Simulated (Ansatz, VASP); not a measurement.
## Br: VASP beside Ansatz

```
CELL_PARAMETERS angstrom
3.36325 -2.32255 0.00000
3.36325 2.32255 0.00000
0.00000 0.00000 8.70230
ATOMIC_POSITIONS crystal
Br 0.36510 0.63490 0.39010
Br 0.13490 0.86510 0.89010
Br 0.63490 0.36510 0.60990
Br 0.86510 0.13490 0.10990
```

Alike in both runs: task single point; functional PBE; k mesh 7 × 7 × 3; occupations gaussian, width 0.026 eV; no spin polarisation.

|  | VASP | Ansatz |
| --- | --- | --- |
| version | VASP 6.6.1 | Ansatz 0.2.0 |
| potentials or method | VASP PAW PBE potentials, release 64 (Br) | Ansatz PAW |
| plane-wave cutoff (eV) | 520 | 420 |
| valence electrons in the cell | 28 | 28 |

Ansatz gave:

```
gap on the k mesh at the Fermi level (eV)                     : 1.90
least direct gap on the mesh (eV)                             : 1.92
pressure (GPa)                                                : 1.8
traceless stress, the component that is largest in VASP (GPa) : 1.17
rms of the force components (eV/Å)                            : 0.502
```

Q: What did VASP give for the same quantities?

A: gap on the k mesh at the Fermi level (eV): 1.90; least direct gap on the mesh (eV): 1.92; pressure (GPa): 1.9; traceless stress, the component that is largest in VASP (GPa): 1.20; rms of the force components (eV/Å): 0.509.

Atom by atom the forces differ by 0.007 eV/Å (rms over components).

Noted on Ansatz's run: odd divisions of the mesh miss points on the zone boundary, where band edges often lie, so the gap on the mesh can be too wide.
